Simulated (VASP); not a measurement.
Set up this calculation in VASP 6.6.1, as the native input.

- Task: single point
- Functional: PBE
- Potentials or basis: VASP PAW PBE potentials, release 64 (B, Ru_pv)
- Cutoff: 520 eV
- k mesh: 4 × 4 × 4
- Occupations: gaussian, width 0.1 eV
- Spin: no spin polarisation
- Dipole correction: no
- Further INCAR settings: ALGO = Normal; EDIFF = 1e-06; NBANDS = 46

The structure of BRu5 lies in POSCAR:

```
BRu5
1.0
    0.0000000000      3.3087225100      3.3087225100
    3.3087225100      0.0000000000      3.3087225100
    3.3087225100      3.3087225100      0.0000000000
B Ru
1 5
Direct
    0.0000000000      0.0000000000      0.0000000000
    0.3750000000      0.3750000000      0.8750000000
    0.3750000000      0.8750000000      0.3750000000
    0.8750000000      0.3750000000      0.3750000000
    0.3750000000      0.3750000000      0.3750000000
    0.7500000000      0.7500000000      0.7500000000
```

The input as run:

INCAR

```
SYSTEM = BRu5
PREC = Accurate
ENCUT = 520
EDIFF = 1E-6
ISMEAR = 0
SIGMA = 0.1
LREAL = .FALSE.
LASPH = .TRUE.
NELM = 60
ALGO = Normal
ISIF = 2
LWAVE = .FALSE.
LCHARG = .FALSE.
GGA = PE
NBANDS = 46
```

KPOINTS

```
Automatic mesh
0
G
  4 4 4
  0 0 0
```

Potentials or basis: VASP PAW PBE potentials, release 64 (B, Ru_pv).

Command:

```console
$ cat potpaw_PBE.64/B/POTCAR potpaw_PBE.64/Ru_pv/POTCAR > POTCAR
$ mpirun -np 1 vasp_std > vasp.out
```

Results of the run:

```
Pressure : 59.9 GPa
```

Caveat: the k points lie up to 0.41 Å⁻¹ apart.

Wall time 71 s on 1 thread of AMD EPYC 7R13, on a shared host, peak memory 0.17 GiB.
